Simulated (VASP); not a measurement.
Write the native input for VASP 6.6.1 that does the following.

```yaml
Task: single point
Functional: PBE
Potentials_or_basis: VASP PAW PBE potentials, release 64 (K_sv, F)
Cutoff: 520 eV
k_mesh: 4 × 4 × 4
Occupations: gaussian, width 0.01 eV
Spin: no spin polarisation
Dipole_correction: no
Further_INCAR_settings: ALGO = Normal; EDIFF = 1e-06; NBANDS = 15
```

The structure of KF (Carobbiite) lies in POSCAR:

```
KF
1.0
    0.0000000000      2.6589566777      2.6589566777
    2.6589566777      0.0000000000      2.6589566777
    2.6589566777      2.6589566777      0.0000000000
K F
1 1
Direct
    0.0000000000      0.0000000000      0.0000000000
    0.5000000000      0.5000000000      0.5000000000
```

These files were run (other wordings do the same):

INCAR

```
SYSTEM = KF
ALGO = Normal
EDIFF = 1E-6
ENCUT = 520
GGA = PE
ISIF = 2
ISMEAR = 0
LASPH = .TRUE.
LCHARG = .FALSE.
LREAL = .FALSE.
LWAVE = .FALSE.
NBANDS = 15
NELM = 80
PREC = Accurate
SIGMA = 0.01
```

KPOINTS

```
k-points
0
G
  4 4 4
  0 0 0
```

Potentials or basis: VASP PAW PBE potentials, release 64 (K_sv, F).

Command:

```sh
$ cat potpaw_PBE.64/K_sv/POTCAR potpaw_PBE.64/F/POTCAR > POTCAR
$ mpirun -np 1 vasp_std > vasp.out
```

It gave:

```json
{
  "Pressure": "2.0 GPa",
  "Band gap on the k mesh": "6.24 eV, direct"
}
```

Caveat: the k points lie up to 0.51 Å⁻¹ apart.

It took 3.5 s on 1 thread of AMD EPYC 9R45 (Zen 5), with other jobs on the host, peak memory 0.12 GiB.
